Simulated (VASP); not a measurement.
# Cu (Pm-3m) in VASP: notebook

Cu is run at these levels: RPBE; tasks: relaxation of cell and atoms, single point.

Program: VASP 6.6.1. These are calculated values, not measurements. Logs are shortened: lines on timing, memory, paths and dates and some standing lists are left out, and cuts for length are marked.

**1. The cell of the first run**

It takes space group Pm-3m (No. 221, cubic). The conventional cell has a = 2.336 Å, b = 2.336 Å, c = 2.336 Å, α = 90.00°, β = 90.00°, γ = 90.00°. Within 3.1 Å of Cu (site symmetry m-3m) lie 6 Cu at 2.34 Å.

**2. Relaxation of cell and atoms, RPBE**

The input, INCAR:

```
SYSTEM = Cu
  PREC = Accurate
  ENCUT = 600
  EDIFF = 1E-6
  ISMEAR = -1
  SIGMA = 0.1
  LREAL = .FALSE.
  LASPH = .TRUE.
  NELM = 80
  ALGO = Normal
  ISIF = 3
  LWAVE = .FALSE.
  LCHARG = .FALSE.
  GGA = RP
  IBRION = 2
  NSW = 80
  EDIFFG = -0.01
```

The input, KPOINTS:

```
regular mesh
0
G
  13 13 13
  0 0 0
```

The input, POSCAR:

```
Cu
1.0
    2.3364585681      0.0000000000      0.0000000000
    0.0000000000      2.3364585681      0.0000000000
    0.0000000000      0.0000000000      2.3364585681
Cu
1
Direct
    0.0000000000      0.0000000000      0.0000000000
```

Potentials or basis: VASP PAW PBE potentials, release 64 (Cu).

Command:

```sh
$ cat potpaw_PBE.64/Cu/POTCAR > POTCAR
$ mpirun -np 1 vasp_std > vasp.out
```

OUTCAR:

```text
SYSTEM = Cu
   PREC = Accurate
   ENCUT = 600
   EDIFF = 1E-6
   ISMEAR = -1
   LREAL = .FALSE.
   LASPH = .TRUE.
   NELM = 80
   ISIF = 3
   GGA = RP
   IBRION = 2
   NSW = 80
   EDIFFG = -0.01

 ion  position               nearest neighbor table
   1  0.000  0.000  0.000-

  LATTYP: Found a simple cubic cell.
 ALAT       =     2.3364585681

  Lattice vectors:

 A1 = (   2.3364585681,   0.0000000000,   0.0000000000)
 A2 = (   0.0000000000,   2.3364585681,   0.0000000000)
 A3 = (   0.0000000000,   0.0000000000,   2.3364585681)

Analysis of symmetry for initial positions (statically):
=====================================================================
 Subroutine PRICEL returns:
 Original cell was already a primitive cell.

 Routine SETGRP: Setting up the symmetry group for a
 simple cubic supercell.

 Subroutine GETGRP returns: Found 48 space group operations
[... 9 lines left out ...]

 Routine SETGRP: Setting up the symmetry group for a
 simple cubic supercell.

 Subroutine GETGRP returns: Found 48 space group operations
[... 11 lines left out ...]
                                     Primitive cell

  volume of cell :      12.7548

  direct lattice vectors                    reciprocal lattice vectors
     2.336458568  0.000000000  0.000000000     0.427998174  0.000000000  0.000000000
     0.000000000  2.336458568  0.000000000     0.000000000  0.427998174  0.000000000
     0.000000000  0.000000000  2.336458568     0.000000000  0.000000000  0.427998174

  length of vectors
     2.336458568  2.336458568  2.336458568     0.427998174  0.427998174  0.427998174

  position of ions in fractional coordinates (direct lattice)
     0.000000000  0.000000000  0.000000000

  ion indices of the primitive-cell ions
   primitive index   ion index
                 1           1

----------------------------------------------------------------------------------------

 KPOINTS: regular mesh

Automatic generation of k-mesh.
 Grid dimensions read from file:
 generate k-points for:   13   13   13

 Generating k-lattice:

  Cartesian coordinates                     Fractional coordinates (reciprocal lattice)
     0.032922936  0.000000000  0.000000000     0.076923077  0.000000000  0.000000000
     0.000000000  0.032922936  0.000000000     0.000000000  0.076923077  0.000000000
     0.000000000  0.000000000  0.032922936     0.000000000  0.000000000  0.076923077

  Length of vectors
     0.032922936  0.032922936  0.032922936

  Shift w.r.t. Gamma in fractional coordinates (k-lattice)
     0.000000000  0.000000000  0.000000000

 Subroutine IBZKPT returns following result:
 ===========================================

 Found     84 irreducible k-points:

 Following reciprocal coordinates:
            Coordinates               Weight
  0.000000  0.000000  0.000000      1.000000
  0.076923  0.000000  0.000000      6.000000
  0.153846  0.000000  0.000000      6.000000
  0.230769  0.000000  0.000000      6.000000
  0.307692  0.000000  0.000000      6.000000
  0.384615  0.000000  0.000000      6.000000
[... 16 lines left out ...]
  0.307692  0.307692  0.000000     12.000000
  0.384615  0.307692  0.000000     24.000000
 [... further k-points ...]
   k-points           NKPTS =     84   k-points in BZ     NKDIM =     84   number of bands    NBANDS=      9
   number of dos      NEDOS =    301   number of ions     NIONS =      1
   total plane-waves  NPLWV =   8000
   dimension x,y,z NGX =    20 NGY =   20 NGZ =   20
   dimension x,y,z NGXF=    40 NGYF=   40 NGZF=   40
   ions per type =               1
   NGX,Y,Z   is equivalent  to a cutoff of  14.23, 14.23, 14.23 a.u.
   NGXF,Y,Z  is equivalent  to a cutoff of  28.46, 28.46, 28.46 a.u.
 SYSTEM =  Cu
   PREC   = accura    normal or accurate (medium, high low for compatibility)
   ISTART =      0    job   : 0-new  1-cont  2-samecut
   ICHARG =      2    charge: 1-file 2-atom 10-const
   ISPIN  =      1    spin polarized calculation?
   LNONCOLLINEAR =      F non collinear calculations
   LSORBIT =      F    spin-orbit coupling
   LASPH  =      T    aspherical Exc in radial PAW
   ENCUT  =  600.0 eV  44.10 Ry    6.64 a.u.   4.67  4.67  4.67*2*pi/ulx,y,z
   NELM   =     80;   NELMIN=  2; NELMDL= -5     # of ELM steps
   EDIFF  = 0.1E-05   stopping-criterion for ELM
   LREAL  =      F    real-space projection
   EDIFFG = -.1E-01   stopping-criterion for IOM
   NSW    =     80    number of steps for IOM
   IBRION =      2    ionic relax: 0-MD 1-quasi-New 2-CG
   NFREE  =      1    steps in history (QN), initial steepest desc. (CG)
   ISIF   =      3    stress and relaxation
   ISYM   =      2    0-nonsym 1-usesym 2-fastsym
   POTIM  = 0.5000    time-step for ionic-motion
   TEBEG  =    0.0;   TEEND  =   0.0 temperature during run
   PSTRESS=    0.0 pullay stress
   NELECT =      11.0000    total number of electrons
   NUPDOWN=      -1.0000    fix difference up-down
   EMIN   =  10.00;   EMAX   =-10.00  energy-range for DOS
   EFERMI =   0.00;   METHOD = LEGACY
   ISMEAR =    -1;   SIGMA  =   0.10  broadening in eV -4-tet -1-fermi 0-gaus
   EFERMI_NEDOS =   21; number of points for ismear=-14 and -15
   IALGO  =     38    algorithm
   IMIX   =      4    mixing-type and parameters
     AMIX     =   0.40;   BMIX     =  1.00
     AMIX_MAG =   1.60;   BMIX_MAG =  1.00
  volume/ion in A,a.u.               =      12.75        86.07
  Fermi-wavevector in a.u.,A,eV,Ry     =   1.558288  2.944737 33.038490  2.428261
  Thomas-Fermi vector in A             =   2.661814
   LORBIT       =      0    0 simple, 1 ext, 2 COOP (PROOUT), +10 PAW based schemes
   GGA     = RP    functional components
   LHFCALC =     F    Hartree Fock is set to
   AEXX    =    0.0000 exact exchange contribution
   IVDW    =     0    specifies the selected vdW correction
   LEPSILON=     F    determine dielectric tensor
   LRPA    =     F    only Hartree local field effects (RPA)
 conjugate gradient relaxation of ions
 non-spin polarized calculation
  energy-cutoff  :      600.00
  volume of cell :       12.75
 maximum number of plane-waves:       449
 NGX is ok and might be reduce to    20
   NGX =  9   NGY =  9   NGZ =  9

--------------------------------------- Ionic step        1  -------------------------------------------

 number of electron      11.0000008 magnetization

 Free energy of the ion-electron system (eV)
  ---------------------------------------------------
  ext. energy  EPLUGINS =         0.00000000
  ---------------------------------------------------
  free energy    TOTEN  =        -2.73902847 eV

  energy without entropy =       -2.72805385  energy(sigma->0) =       -2.73354116

------------------------ aborting loop because EDIFF is reached ----------------------------------------

  FORCE on cell =-STRESS in cart. coord.  units (eV):
  Direction    XX          YY          ZZ          XY          YZ          ZX
  --------------------------------------------------------------------------------------
  -------------------------------------------------------------------------------------
  Total        1.3091802      1.3091802      1.3091802      0.0000000      0.0000000      0.0000000
  in kB      164.4507139    164.4507139    164.4507139      0.0000000      0.0000000      0.0000000
  external PRESSURE =     164.4507139 kB  Pullay stress =       0.0000000 kB

 VOLUME and BASIS-vectors are now :
 -----------------------------------------------------------------------------
  energy-cutoff  :      600.00
  volume of cell :       12.75
      direct lattice vectors                 reciprocal lattice vectors
     2.336458568  0.000000000  0.000000000     0.427998174  0.000000000  0.000000000
     0.000000000  2.336458568  0.000000000     0.000000000  0.427998174  0.000000000
     0.000000000  0.000000000  2.336458568     0.000000000  0.000000000  0.427998174

 POSITION                                       TOTAL-FORCE (eV/Angst)
 -----------------------------------------------------------------------------------
      0.00000      0.00000      0.00000         0.000000      0.000000      0.000000
 -----------------------------------------------------------------------------------
    total drift:                                0.000000      0.000000      0.000000

  FREE ENERGIE OF THE ION-ELECTRON SYSTEM (eV)
  ---------------------------------------------------
  free  energy   TOTEN  =        -2.7390284675 eV

  energy  without entropy=       -2.7280538541  energy(sigma->0) =       -2.73354116

--------------------------------------- Ionic step        2  -------------------------------------------

 number of electron      11.0000022 magnetization

------------------------ aborting loop because EDIFF is reached ----------------------------------------

  FORCE on cell =-STRESS in cart. coord.  units (eV):
  Direction    XX          YY          ZZ          XY          YZ          ZX
  --------------------------------------------------------------------------------------
  -------------------------------------------------------------------------------------
  Total       -0.3670200     -0.3670200     -0.3670200     -0.0000000     -0.0000000      0.0000000
  in kB      -38.3647413    -38.3647413    -38.3647413     -0.0000000     -0.0000000      0.0000000
  external PRESSURE =     -38.3647413 kB  Pullay stress =       0.0000000 kB

 VOLUME and BASIS-vectors are now :
 -----------------------------------------------------------------------------
  energy-cutoff  :      600.00
  volume of cell :       15.33
      direct lattice vectors                 reciprocal lattice vectors
     2.484025385  0.000000000  0.000000000     0.402572375 -0.000000000  0.000000000
     0.000000000  2.484025385  0.000000000     0.000000000  0.402572375 -0.000000000
    -0.000000000  0.000000000  2.484025385     0.000000000 -0.000000000  0.402572375

 POSITION                                       TOTAL-FORCE (eV/Angst)
 -----------------------------------------------------------------------------------
      0.00000      0.00000      0.00000         0.000000      0.000000      0.000000
 -----------------------------------------------------------------------------------
    total drift:                                0.000000      0.000000      0.000000

  FREE ENERGIE OF THE ION-ELECTRON SYSTEM (eV)
  ---------------------------------------------------
  free  energy   TOTEN  =        -2.8102921813 eV

  energy  without entropy=       -2.7985329239  energy(sigma->0) =       -2.80441255

--------------------------------------- Ionic step        3  -------------------------------------------

 number of electron      10.9999997 magnetization

 Free energy of the ion-electron system (eV)
  ---------------------------------------------------
  ext. energy  EPLUGINS =         0.00000000
  ---------------------------------------------------
  free energy    TOTEN  =        -2.81987252 eV

  energy without entropy =       -2.80823718  energy(sigma->0) =       -2.81405485

 E-fermi :   5.2700     XC(G=0): -11.3380

 val. band max:        5.1589902318   @ k =   0.3846   0.3077   0.0000
 cond. band min:       5.2752632809   @ k =   0.3077   0.3077   0.2308
 fundamental gap:      0.1162730491
 Fermi energy:         5.2700367255

 k-point     1 :       0.0000    0.0000    0.0000
  band No.  band energies     occupation
      1      -2.4208      2.00000
      2       1.6901      2.00000
      3       1.6901      2.00000
      4       3.9986      1.99999
      5       3.9986      1.99999
      6       3.9986      1.99999
      7      22.3893      0.00000
      8      22.3893      0.00000
      9      22.3893      0.00000

 k-point     2 :       0.0769    0.0000    0.0000
  band No.  band energies     occupation
      1      -2.2650      2.00000
      2       1.7067      2.00000
      3       1.7459      2.00000
      4       3.9551      2.00000
      5       3.9551      2.00000
      6       4.0021      1.99999
      7      20.3151      0.00000
      8      22.5895      0.00000
      9      22.5895      0.00000
[... 253 lines left out ...]
 k-point    24 :       0.3846    0.3077    0.0000
  band No.  band energies     occupation
      1       1.6006      2.00000
      2       2.0535      2.00000
      3       3.3756      2.00000
      4       3.4610      2.00000
      5       3.6130      2.00000
      6       5.1590      1.50443
      7      10.7950      0.00000
      8      15.8750      0.00000
      9      21.1888      0.00000

 [... further k-points ...]
[... 5 lines left out ...]
  --------------------------------------------------------------------------------------
  -------------------------------------------------------------------------------------
  Total        0.0037476      0.0037476      0.0037476     -0.0000000      0.0000000     -0.0000000
  in kB        0.4126092      0.4126092      0.4126092     -0.0000000      0.0000000     -0.0000000
  external PRESSURE =       0.4126092 kB  Pullay stress =       0.0000000 kB

 VOLUME and BASIS-vectors are now :
 -----------------------------------------------------------------------------
  energy-cutoff  :      600.00
  volume of cell :       14.55
      direct lattice vectors                 reciprocal lattice vectors
     2.441411210  0.000000000  0.000000000     0.409599168 -0.000000000  0.000000000
     0.000000000  2.441411210  0.000000000     0.000000000  0.409599168 -0.000000000
    -0.000000000  0.000000000  2.441411210     0.000000000 -0.000000000  0.409599168

 POSITION                                       TOTAL-FORCE (eV/Angst)
 -----------------------------------------------------------------------------------
      0.00000      0.00000      0.00000        -0.000000      0.000000      0.000000
 -----------------------------------------------------------------------------------
    total drift:                                0.000000      0.000000      0.000000

  FREE ENERGIE OF THE ION-ELECTRON SYSTEM (eV)
  ---------------------------------------------------
  free  energy   TOTEN  =        -2.8198725205 eV

  energy  without entropy=       -2.8082371805  energy(sigma->0) =       -2.81405485

 reached required accuracy - stopping structural energy minimisation
```

Wall time 9.8 s (1 thread of Intel Xeon 6975P-C (Granite Rapids), shared host); peak memory 0.13 GiB.

Results:

```yaml
Free_energy: -2.8199 eV
Relaxed_volume: 14.55 Å³/atom
Relaxed_cell: a = 2.441 Å, b = 2.441 Å, c = 2.441 Å, α = 90.00°, β = 90.00°, γ = 90.00°
Space_group_after_relaxing_to_0.05_Å: Pm-3m (No. 221)
Energy_gained_by_relaxing: 80.8 meV/atom
Ionic_steps: 3
Pressure_after_relaxing: 0.0 GPa
```

Step by step:
```tsv
step	energy change (eV)	largest force (eV/Å)	pressure (GPa)	volume (Å³)
1	0.0000	0.0000	16.45	12.75
2	-0.0713	0.0000	-3.84	15.33
3	-0.0808	0.0000	0.04	14.55
```

Final structure:
```
Cu
1.0
     2.44141    0.00000    0.00000
     0.00000    2.44141    0.00000
     0.00000    0.00000    2.44141
Cu
1
Direct
  0.00000 0.00000 0.00000
```

Caveat: the PAW data sets were made with another functional, which shifts forces and pressure a little.

**3. Single point, RPBE**

This run uses another cell than the first one, of 14.51 Å³/atom, 1.138 times its volume.

The input, INCAR:

```
  PREC = Accurate
  ENCUT = 520
  EDIFF = 1E-6
  ISMEAR = -1
  SIGMA = 0.1
  LREAL = False
  LASPH = True
  NELM = 100
  ALGO = Normal
  ISIF = 2
  LWAVE = False
  LCHARG = False
  GGA = RP
  NBANDS = 12
```

The input, KPOINTS:

```
regular mesh
0
Gamma
  21 21 21
```

The input, POSCAR:

```
Cu
1.0
    2.4390957792      0.0000000000      0.0000000000
    0.0000000000      2.4390957792      0.0000000000
    0.0000000000      0.0000000000      2.4390957792
Cu
1
Direct
    0.0000000000      0.0000000000      0.0000000000
```

Potentials or basis: VASP PAW PBE potentials, release 64 (Cu).

Command:

```sh
$ cat potpaw_PBE.64/Cu/POTCAR > POTCAR
$ mpirun -np 1 vasp_std > vasp.out
```

Run time: 12 s. Hardware: 1 thread of Intel Xeon 6975P-C (Granite Rapids), shared host; peak memory 0.15 GiB.

It converged, with:

| Property | Result |
| --- | --- |
| Free energy | -2.8215 eV |
| Pressure | 0.6 GPa |

Levels at points of the mesh, in eV from the Fermi level:
```
           k point  band 2  band 3  band 4  band 5  band 6  band 7  band 8  band 9  band 10  band 11
(0.00, 0.00, 0.00)   -3.60   -3.60   -1.28   -1.28   -1.28   17.14   17.14   17.14    20.42    20.42
```

Caveat: the PAW data sets were made with another functional, which shifts forces and pressure a little.
